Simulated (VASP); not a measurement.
# Al8Ru3 in VASP: single point with PBEsol

Aim: the single point of Al8Ru3 with PBEsol.

Program: VASP 6.6.1. These are calculated values, not measurements. Logs are shortened: lines on timing, memory, paths and dates and some standing lists are left out, and cuts for length are marked.

## (1) The cell of the first run

The cell holds a slab with vacuum, 11 atoms: a = 3.121 Å, b = 4.755 Å, c = 24.712 Å, α = 90.00°, β = 90.00°, γ = 109.16°.

## (2) Single point, PBEsol

INCAR reads:

```
SYSTEM = Al8Ru3
  PREC = Accurate
  ENCUT = 520
  EDIFF = 1E-6
  ISMEAR = 0
  SIGMA = 0.1
  LREAL = .False.
  LASPH = .True.
  NELM = 60
  ALGO = Normal
  ISIF = 2
  LWAVE = .False.
  LCHARG = .False.
  LDIPOL = .True.
  IDIPOL = 3
  DIPOL = 0.5 0.5 0.500
  GGA = PS
  ISYM = 0
  NBANDS = 44
```

KPOINTS reads:

```
Automatic mesh
0
Gamma
  12 8 1
  0 0 0
```

POSCAR reads:

```
Al8Ru3
1.0
    3.1213577630      0.0000000000      0.0000000000
   -1.5606788815      4.4914239910      0.0000000000
    0.0000000000      0.0000000000     24.7117606004
Al Ru
8 3
Direct
    0.7002399781      0.4004799562      0.3034992173
    0.4205021979      0.8410043958      0.3411811236
    0.8209821542      0.6419643083      0.4219391037
    0.5412443739      0.0824887479      0.4596210099
    0.9417243302      0.8834486604      0.5403789901
    0.6619865500      0.3239730999      0.5780608963
    0.0624665062      0.1249330124      0.6588188764
    0.7827287260      0.5654574520      0.6965007827
    0.1207421760      0.2414843521      0.3815601136
    0.2414843521      0.4829687041      0.5000000000
    0.3622265281      0.7244530562      0.6184398864
```

Potentials or basis: VASP PAW PBE potentials, release 64 (Al, Ru_pv).

Run with:

```sh
$ cat potpaw_PBE.64/Al/POTCAR potpaw_PBE.64/Ru_pv/POTCAR > POTCAR
$ mpirun -np 1 vasp_std > vasp.out
```

OUTCAR:

```text
SYSTEM = Al8Ru3
   PREC = Accurate
   ENCUT = 520
   EDIFF = 1E-6
   ISMEAR = 0
   LREAL = .False.
   LASPH = .True.
   NELM = 60
   ISIF = 2
   GGA = PS
   ISYM = 0

 ion  position               nearest neighbor table
   1  0.700  0.400  0.303-   9 2.58   9 2.58   2 2.68   2 2.69   2 2.69   3 3.12
   2  0.421  0.841  0.341-   9 2.58   9 2.58   1 2.68   3 2.69   3 2.69   1 2.69   1 2.69   9 2.87
                             4 3.12
   3  0.821  0.642  0.422-  10 2.58  10 2.58   9 2.58   9 2.58   4 2.68   4 2.69   2 2.69   2 2.69
                             4 2.69   9 2.87   1 3.12   5 3.12
   4  0.541  0.082  0.460-   9 2.58   9 2.58  10 2.58  10 2.58   3 2.68   3 2.69   3 2.69   5 2.69
                             5 2.69  10 2.87   2 3.12   6 3.12
   5  0.942  0.883  0.540-  11 2.58  11 2.58  10 2.58  10 2.58   6 2.68   6 2.69   6 2.69   4 2.69
                             4 2.69  10 2.87   7 3.12   3 3.12
   6  0.662  0.324  0.578-  10 2.58  10 2.58  11 2.58  11 2.58   5 2.68   5 2.69   5 2.69   7 2.69
                             7 2.69  11 2.87   4 3.12   8 3.12
   7  0.062  0.125  0.659-  11 2.58  11 2.58   8 2.68   6 2.69   6 2.69   8 2.69   8 2.69  11 2.87
                             5 3.12
   8  0.783  0.565  0.697-  11 2.58  11 2.58   7 2.68   7 2.69   7 2.69   6 3.12
   9  0.121  0.241  0.382-   1 2.58   2 2.58   1 2.58   4 2.58   4 2.58   2 2.58   3 2.58   3 2.58
                             2 2.87   3 2.87  10 3.12
  10  0.241  0.483  0.500-   3 2.58   3 2.58   6 2.58   6 2.58   4 2.58   4 2.58   5 2.58   5 2.58
                             5 2.87   4 2.87   9 3.12  11 3.12
  11  0.362  0.724  0.618-   7 2.58   7 2.58   5 2.58   5 2.58   8 2.58   8 2.58   6 2.58   6 2.58
                             7 2.87   6 2.87  10 3.12

IMPORTANT INFORMATION: All symmetrisations will be switched off!
NOSYMM: (Re-)initialisation of all symmetry stuff for point group C_1.

----------------------------------------------------------------------------------------

                                     Primitive cell

  volume of cell :     346.4426

  direct lattice vectors                    reciprocal lattice vectors
     3.121357763  0.000000000  0.000000000     0.320373400  0.111323269  0.000000000
    -1.560678881  4.491423991  0.000000000     0.000000000  0.222646537  0.000000000
     0.000000000  0.000000000 24.711760600     0.000000000  0.000000000  0.040466562

  length of vectors
     3.121357763  4.754851001 24.711760600     0.339163656  0.222646537  0.040466562

  position of ions in fractional coordinates (direct lattice)
     0.700239978  0.400479956  0.303499217
     0.420502198  0.841004396  0.341181124
     0.820982154  0.641964308  0.421939104
     0.541244374  0.082488748  0.459621010
     0.941724330  0.883448660  0.540378990
     0.661986550  0.323973100  0.578060896
     0.062466506  0.124933012  0.658818876
     0.782728726  0.565457452  0.696500783
     0.120742176  0.241484352  0.381560114
     0.241484352  0.482968704  0.500000000
     0.362226528  0.724453056  0.618439886

  ion indices of the primitive-cell ions
   primitive index   ion index
                 1           1
                 2           2
                 3           3
                 4           4
                 5           5
                 6           6
                 7           7
                 8           8
                 9           9
                10          10
                11          11

----------------------------------------------------------------------------------------

 KPOINTS: Automatic mesh

Automatic generation of k-mesh.
 Grid dimensions read from file:
 generate k-points for:   12    8    1

 Generating k-lattice:

  Cartesian coordinates                     Fractional coordinates (reciprocal lattice)
     0.026697783  0.009276939  0.000000000     0.083333333  0.000000000  0.000000000
     0.000000000  0.027830817  0.000000000     0.000000000  0.125000000  0.000000000
     0.000000000  0.000000000  0.040466562     0.000000000  0.000000000  1.000000000

  Length of vectors
     0.028263638  0.027830817  0.040466562

  Shift w.r.t. Gamma in fractional coordinates (k-lattice)
     0.000000000  0.000000000  0.000000000

 -----------------------------------------------------------------------------
|                                                                             |
[... 18 lines left out ...]
      ... skipping the blow-up phase ...

 Subroutine IBZKPT returns following result:
 ===========================================

 Found     50 irreducible k-points:

 Following reciprocal coordinates:
            Coordinates               Weight
  0.000000  0.000000  0.000000      1.000000
  0.083333 -0.000000  0.000000      2.000000
  0.166667 -0.000000  0.000000      2.000000
  0.250000 -0.000000  0.000000      2.000000
  0.333333 -0.000000  0.000000      2.000000
  0.416667  0.000000  0.000000      2.000000
[... 16 lines left out ...]
  0.250000  0.250000  0.000000      2.000000
  0.333333  0.250000  0.000000      2.000000
 [... further k-points ...]
   k-points           NKPTS =     50   k-points in BZ     NKDIM =     50   number of bands    NBANDS=     44
   number of dos      NEDOS =    301   number of ions     NIONS =     11
   total plane-waves  NPLWV = 165888
   dimension x,y,z NGX =    24 NGY =   36 NGZ =  192
   dimension x,y,z NGXF=    48 NGYF=   72 NGZF=  384
   ions per type =               8   3
   NGX,Y,Z   is equivalent  to a cutoff of  12.78, 12.59, 12.92 a.u.
   NGXF,Y,Z  is equivalent  to a cutoff of  25.57, 25.17, 25.83 a.u.
 SYSTEM =  Al8Ru3
   PREC   = accura    normal or accurate (medium, high low for compatibility)
   ISTART =      0    job   : 0-new  1-cont  2-samecut
   ICHARG =      2    charge: 1-file 2-atom 10-const
   ISPIN  =      1    spin polarized calculation?
   LNONCOLLINEAR =      F non collinear calculations
   LSORBIT =      F    spin-orbit coupling
   LASPH  =      T    aspherical Exc in radial PAW
   ENCUT  =  520.0 eV  38.22 Ry    6.18 a.u.   5.80  8.84 45.95*2*pi/ulx,y,z
   NELM   =     60;   NELMIN=  2; NELMDL= -5     # of ELM steps
   EDIFF  = 0.1E-05   stopping-criterion for ELM
   LREAL  =      F    real-space projection
   EDIFFG = 0.1E-04   stopping-criterion for IOM
   NSW    =      0    number of steps for IOM
   IBRION =     -1    ionic relax: 0-MD 1-quasi-New 2-CG
   NFREE  =      0    steps in history (QN), initial steepest desc. (CG)
   ISIF   =      2    stress and relaxation
   ISYM   =      0    0-nonsym 1-usesym 2-fastsym
   POTIM  = 0.5000    time-step for ionic-motion
   TEBEG  =    0.0;   TEEND  =   0.0 temperature during run
   PSTRESS=    0.0 pullay stress
   NELECT =      66.0000    total number of electrons
   NUPDOWN=      -1.0000    fix difference up-down
   EMIN   =  10.00;   EMAX   =-10.00  energy-range for DOS
   EFERMI =   0.00;   METHOD = LEGACY
   ISMEAR =     0;   SIGMA  =   0.10  broadening in eV -4-tet -1-fermi 0-gaus
   EFERMI_NEDOS =   21; number of points for ismear=-14 and -15
   IALGO  =     38    algorithm
   IMIX   =      4    mixing-type and parameters
     AMIX     =   0.40;   BMIX     =  1.00
     AMIX_MAG =   1.60;   BMIX_MAG =  1.00
  volume/ion in A,a.u.               =      31.49       212.54
  Fermi-wavevector in a.u.,A,eV,Ry     =   0.941989  1.780101 12.073032  0.887343
  Thomas-Fermi vector in A             =   2.069554
   LORBIT       =      0    0 simple, 1 ext, 2 COOP (PROOUT), +10 PAW based schemes
   GGA     = PS    functional components
   LHFCALC =     F    Hartree Fock is set to
   AEXX    =    0.0000 exact exchange contribution
   IVDW    =     0    specifies the selected vdW correction
   LEPSILON=     F    determine dielectric tensor
   LRPA    =     F    only Hartree local field effects (RPA)
 non-spin polarized calculation
 Gauss-broadening in eV      SIGMA  =   0.10
  energy-cutoff  :      520.00
  volume of cell :      346.44
 maximum number of plane-waves:      9370
   NGX = 11   NGY = 17   NGZ = 91

 dipolmoment           0.000000      0.000000      0.000014 electrons x Angstroem

 number of electron      66.0000000 magnetization

 dipolmoment           0.000000      0.000000     -0.000003 electrons x Angstroem

 Free energy of the ion-electron system (eV)
  ---------------------------------------------------
  ext. energy  EPLUGINS =         0.00000000
  ---------------------------------------------------
  free energy    TOTEN  =       -65.75787234 eV

  energy without entropy =      -65.72854391  energy(sigma->0) =      -65.74320812

 E-fermi :   2.2454     XC(G=0):  -6.0936

 val. band max:        2.2443409122   @ k =   0.3333   0.3750   0.0000
 cond. band min:       2.2541746747   @ k =   0.3333  -0.0000   0.0000
 fundamental gap:      0.0098337625
 Fermi energy:         2.2453522511

 k-point     1 :       0.0000    0.0000    0.0000
  band No.  band energies     occupation
      1     -40.3543      2.00000
      2     -40.3218      2.00000
      3     -40.2942      2.00000
      4     -40.2549      2.00000
      5     -40.2546      2.00000
      6     -40.2427      2.00000
[... 1117 lines left out ...]
     43       6.2537      0.00000
     44       6.4692      0.00000

 [... further k-points ...]

------------------------ aborting loop because EDIFF is reached ----------------------------------------

 vacuum level on the upper side and lower side of the slab       (xc-potential included)        -0.124        -0.125

  FORCE on cell =-STRESS in cart. coord.  units (eV):
  Direction    XX          YY          ZZ          XY          YZ          ZX
  --------------------------------------------------------------------------------------
  -------------------------------------------------------------------------------------
  Total       -2.3938164     -0.9418983      1.0952409     -0.0021785      0.1717840      0.0061408
  in kB      -11.0705737     -4.3559540      5.0651107     -0.0100748      0.7944418      0.0283990
  external PRESSURE =      -3.4538057 kB  Pullay stress =       0.0000000 kB

 VOLUME and BASIS-vectors are now :
 -----------------------------------------------------------------------------
  energy-cutoff  :      520.00
  volume of cell :      346.44
      direct lattice vectors                 reciprocal lattice vectors
     3.121357763  0.000000000  0.000000000     0.320373400  0.111323269  0.000000000
    -1.560678881  4.491423991  0.000000000     0.000000000  0.222646537  0.000000000
     0.000000000  0.000000000 24.711760600     0.000000000  0.000000000  0.040466562

 POSITION                                       TOTAL-FORCE (eV/Angst)
 -----------------------------------------------------------------------------------
      1.56068      1.79873      7.50000         0.000403      0.300297      0.052781
      0.00000      3.77731      8.43119        -0.000838     -0.004218     -0.287332
      1.56068      2.88333     10.42686         0.000736     -0.079822     -0.025106
      1.56068      0.37049     11.35804        -0.000257      0.159156     -0.076821
      1.56068      3.96794     13.35372         0.000312     -0.159187      0.076822
      1.56068      1.45510     14.28490        -0.000675      0.079788      0.025107
      0.00000      0.56113     16.28057         0.000894      0.004189      0.287330
      1.56068      2.53971     17.21176        -0.000340     -0.300325     -0.052777
     -0.00000      1.08461      9.42902        -0.000881     -0.523872      0.146533
      0.00000      2.16922     12.35588        -0.000293     -0.000138     -0.000000
      0.00000      3.25383     15.28274         0.000939      0.524133     -0.146537
 -----------------------------------------------------------------------------------
    total drift:                               -0.000320      0.000181     -0.000023

  FREE ENERGIE OF THE ION-ELECTRON SYSTEM (eV)
  ---------------------------------------------------
  free  energy   TOTEN  =       -65.7578723431 eV

  energy  without entropy=      -65.7285439066  energy(sigma->0) =      -65.74320812

 vacuum level on the upper side and lower side of the slab         6.486         6.485
```

Run time: 15 min. Hardware: 1 thread of Intel Xeon Platinum 8488C (Sapphire Rapids), shared host; peak memory 0.77 GiB.

Results:

* Free energy: -65.7579 eV
* Largest force: 0.544 eV/Å
* Band gap on the k mesh: zero (bands 33 and 34 overlap by 0.34 eV)

Forces on the atoms (eV/Å):
```
Al   0.000  0.300  0.053
Al  -0.001 -0.004 -0.287
Al   0.001 -0.080 -0.025
Al   0.000  0.159 -0.077
Al   0.000 -0.159  0.077
Al  -0.001  0.080  0.025
Al   0.001  0.004  0.287
Al   0.000 -0.300 -0.053
Ru  -0.001 -0.524  0.147
Ru   0.000  0.000  0.000
Ru   0.001  0.524 -0.147
```

Levels at points of the mesh, in eV from the Fermi level:
| k point | band 30 | band 31 | band 32 | band 33 | band 34 | band 35 | band 36 | band 37 |
| --- | --- | --- | --- | --- | --- | --- | --- | --- |
| (0.00, 0.00, 0.00) | -1.57 | -1.21 | -0.70 | -0.68 | 0.18 | 0.20 | 1.15 | 2.21 |
| (0.50, 0.00, 0.00) | -1.26 | -0.85 | -0.38 | -0.32 | -0.04 | 0.46 | 0.56 | 1.15 |
| (0.00, 0.50, 0.00) | -1.52 | -1.50 | -1.49 | -1.20 | 0.27 | 0.29 | 0.86 | 1.85 |
| (0.50, 0.50, 0.00) | -1.26 | -0.85 | -0.38 | -0.32 | -0.04 | 0.46 | 0.56 | 1.15 |

Caveat: the PAW data sets were made with another functional, which shifts forces and pressure a little.
